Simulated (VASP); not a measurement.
SnO:

```
Sn O
1.0
     3.28212    0.00000    0.00000
     0.00000    5.64737    0.00000
     0.00000    0.00000    3.85483
Sn O
2 2
Direct
  0.00000 0.23379 0.52617
  0.50000 0.76621 0.02617
  0.00000 0.88536 0.72383
  0.50000 0.11464 0.22383
```

This cell differs from its parent crystal: volume scaled by 0.97.

```yaml
Program: VASP 6.6.1
Task: relaxation of shape and atoms at fixed volume
Functional: PBEsol
Potentials_or_basis: VASP PAW PBE potentials, release 64 (Sn_d, O)
Cutoff: 600 eV
k_mesh: 8 × 6 × 8
Occupations: gaussian, width 0.02 eV
Spin: no spin polarisation
```

At the start: pressure 3.1 GPa; volume 17.86 Å³/atom.

Problem. How do energy, volume and symmetry change on relaxing?

Solution. Over 15 steps the energy falls by 5.8 meV/atom; space group Pmn2_1 (No. 31, to 0.05 Å).

Step by step:
```
step  energy change (eV)  largest force (eV/Å)  pressure (GPa)  volume (Å³)
   1              0.0000                0.5608            3.09        71.45
   2             -0.0189                0.0747            0.95        71.45
   3             -0.0191                0.0727            0.76        71.45
   4             -0.0205                0.0663            0.63        71.45
   5             -0.0209                0.0575            0.36        71.45
   6             -0.0213                0.0593            0.48        71.45
   7             -0.0218                0.0302            0.37        71.45
   8             -0.0218                0.0312            0.37        71.45
   9             -0.0221                0.0282            0.36        71.45
  10             -0.0226                0.0183            0.33        71.45
  11             -0.0227                0.0209            0.28        71.45
  12             -0.0228                0.0180            0.30        71.45
  13             -0.0228                0.0350            0.33        71.45
  14             -0.0229                0.0112            0.32        71.45
  15             -0.0230                0.0048            0.27        71.45
```

Final structure:
```xyz
4
Lattice="3.3200 0.0000 0.0000 0.0000 5.6951 0.0000 0.0000 0.0000 3.7790" Properties=species:S:1:pos:R:3 pbc="T T T"
Sn    0.0000    1.3475    2.0153
Sn    1.6600    4.3476    0.1258
O     0.0000    5.0207    2.7084
O     1.6600    0.6743    0.8190
```

Caveat: the cell differs from its parent crystal (volume scaled by 0.97); the PAW data sets were made with another functional, which shifts forces and pressure a little.
